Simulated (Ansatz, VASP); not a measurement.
# Two plane-wave programs on CdS

Contents of POSCAR:

```
CdS
1.0
    0.0000000000      2.9165000000      2.9165000000
    2.9165000000      0.0000000000      2.9165000000
    2.9165000000      2.9165000000      0.0000000000
Cd S
1 1
Direct
    0.0000000000      0.0000000000      0.0000000000
    0.7500000000      0.7500000000      0.7500000000
```

File INCAR.step1:

```
SYSTEM = CdS
PREC = Accurate
ENCUT = 520
EDIFF = 1E-5
ISMEAR = -1
SIGMA = 0.05
LREAL = .False.
LASPH = .True.
NELM = 100
ALGO = Normal
ISIF = 2
LWAVE = .True.
LCHARG = .False.
NBANDS = 16
GGA = PE
```

Contents of INCAR.step2:

```
SYSTEM = CdS
PREC = Accurate
ENCUT = 520
EDIFF = 1E-7
ISMEAR = -1
SIGMA = 0.05
LREAL = .False.
LASPH = .True.
NELM = 100
ALGO = Normal
ISIF = 2
LWAVE = .False.
LCHARG = .False.
GGA = PE
LHFCALC = .True.
AEXX = 0.5
HFSCREEN = 0.2
PRECFOCK = Normal
NBANDS = 16
ISTART = 1
```

File KPOINTS:

```
regular mesh
0
Gamma
  4 4 4
  0 0 0
```

File input.yaml:

```yaml
crystal:
  lattice:
    - [0.0, 2.9165, 2.9165]
    - [2.9165, 0.0, 2.9165]
    - [2.9165, 2.9165, 0.0]
  atoms:
    - { symbol: Cd, position: [0.0, 0.0, 0.0] }
    - { symbol: S, position: [0.75, 0.75, 0.75] }
hamiltonian:
  xc: { exchange: pbe, correlation: pbe, exx: { coeff: 0.5, omega: 0.2 } }
  pseudopotentials: { kind: paw }
kpoints:
  mp_grid: { grid: [4, 4, 4] }
scf:
  occupations: { method: fermi_dirac, width: 0.05 }
output:
  forces: true
  stress: true
  eigenvalues: true
```

Alike in both runs: task single point; functional PBE-based screened hybrid with a share of 0.5 of exact exchange and HFSCREEN = 0.2; k mesh 4 × 4 × 4; occupations fermi-dirac, width 0.05 eV; no spin polarisation.

```csv
,VASP,Ansatz
version,VASP 6.6.1,Ansatz 0.2.0
potentials or method,"VASP PAW PBE potentials, release 64 (Cd, S)",Ansatz PAW
plane-wave cutoff (eV),520,420
valence electrons in the cell,18,26
```

Ansatz gave:

```
gap on the k mesh at the Fermi level (eV) : 3.35
least direct gap on the mesh (eV)         : 3.35
pressure (GPa)                            : 0.9
```

Task: Estimate VASP's values.

Result: gap on the k mesh at the Fermi level (eV): 3.35; least direct gap on the mesh (eV): 3.35; pressure (GPa): 1.2.

VASP's potentials were made for PBE, not for PBE-based screened hybrid. VASP's potentials hold 18 valence electrons a cell and Ansatz's 26, so a difference there can come from the potentials and not from the codes.

The k mesh is coarse, so the values compare programs but aren't converged.
